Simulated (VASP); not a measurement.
Cu: single point with PBEsol

Cu:

```
CELL_PARAMETERS angstrom
1.12708 -3.97638 0.00000
1.12708 3.97638 0.00000
0.00000 0.00000 2.47550
ATOMIC_POSITIONS crystal
Cu 0.13387 0.86613 0.25000
Cu 0.86613 0.13387 0.75000
```

This cell differs from its parent crystal: strain -0.0750 x Voigt [1, 0, 0, 0, 0, 0].

```json
{
  "Program": "VASP 6.6.1",
  "Task": "single point",
  "Functional": "PBEsol",
  "Potentials or basis": "VASP PAW PBE potentials, release 64 (Cu)",
  "Cutoff": "520 eV",
  "k mesh": "20 × 20 × 20",
  "Occupations": "gaussian, width 0.15 eV",
  "Spin": "no spin polarisation",
  "Dipole correction": "no",
  "Further INCAR settings": "ALGO = Fast; EDIFF = 1e-06; NBANDS = 18"
}
```

The pressure is 14.1 GPa, the largest force is 0.309 eV/Å and the band gap on the k mesh is zero (bands 11 and 12 overlap by 6.09 eV).

Forces on the atoms (eV/Å):
```
Cu   0.000  0.309  0.000
Cu   0.000 -0.309  0.000
```

Stress tensor (GPa, compression positive):
```
33.92  0.00  0.00
 0.00  5.22  0.00
 0.00  0.00  3.01
```

Levels at points of the mesh, in eV from the Fermi level:
| k point | band 9 | band 10 | band 11 | band 12 | band 13 | band 14 |
| --- | --- | --- | --- | --- | --- | --- |
| (0.00, 0.00, 0.00) | -1.77 | -1.64 | -1.51 | -0.65 | 4.66 | 14.12 |
| (0.50, 0.00, 0.00) | -2.31 | -1.76 | -0.08 | 1.99 | 3.35 | 7.89 |
| (0.50, 0.50, 0.00) | -2.39 | -1.85 | -1.55 | -1.49 | 13.20 | 15.04 |
| (0.00, 0.00, 0.50) | -1.65 | -1.65 | -0.21 | -0.21 | 7.81 | 7.81 |
| (0.50, 0.00, 0.50) | -1.14 | -1.14 | 4.19 | 4.19 | 8.13 | 8.13 |
| (0.50, 0.50, 0.50) | -1.73 | -1.73 | -1.44 | -1.44 | 3.55 | 3.55 |

It took 3.4 min on 1 thread of Intel(R) Xeon(R) 6975P-C (Granite Rapids), on a shared host, peak memory 0.49 GiB.

Caveat: the cell differs from its parent crystal (strain -0.0750 x Voigt [1, 0, 0, 0, 0, 0]); the cell stands under pressure; the PAW data sets were made with another functional, which shifts forces and pressure a little.
